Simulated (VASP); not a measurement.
Input of a VASP 6.6.1 run:

File INCAR:

```
SYSTEM = WC
PREC = Accurate ; ENCUT = 910
EDIFF = 1E-6 ; ISMEAR = 0
SIGMA = 0.1 ; LREAL = .FALSE.
LASPH = .TRUE. ; NELM = 120
ALGO = Normal ; ISIF = 2
LWAVE = .FALSE. ; LCHARG = .FALSE.
GGA = RE ; IVDW = 12
NBANDS = 16 ; GGA_COMPAT = .FALSE.
```

KPOINTS

```
regular mesh
0
G
  8 8 7
  0 0 0
```

Contents of POSCAR:

```
WC
1.0
    2.9065000000      0.0000000000      0.0000000000
   -1.4532500000      2.5171028361      0.0000000000
    0.0000000000      0.0000000000      2.8366000000
W C
1 1
Direct
    0.0384416588      0.0174565853      0.0152536613
    0.7051103412      0.3506744147      0.5154003387
```

Potentials or basis: VASP PAW PBE potentials, release 64 (W_sv, C_h).

Launch:

```console
$ cat potpaw_PBE.64/W_sv/POTCAR potpaw_PBE.64/C_h/POTCAR > POTCAR
$ mpirun -np 1 vasp_std > vasp.out
```

**Question.** What does it give for the dispersion energy per atom?

**Answer.** -0.863 eV.

**Question.** Estimate the band gap on the k mesh.

**Answer.** Zero (bands 9 and 10 overlap by 0.94 eV).

**Question.** What does it give for the pressure?

**Answer.** -4.2 GPa.

Stress tensor (GPa, compression positive):
```
-4.16 -0.01  0.00
-0.01 -4.19  0.00
 0.00  0.00 -4.31
```

Caveat: the cell differs from its parent crystal (atoms moved at random); the cutoff is under 1.25 times the usual one of these potentials, so pressure, stress and relaxed cells hold a basis-set (Pulay) error; the cell stands under tension; the PAW data sets were made with another functional, which shifts forces and pressure a little; spin-orbit coupling is left out, which moves the levels of the heavy elements.
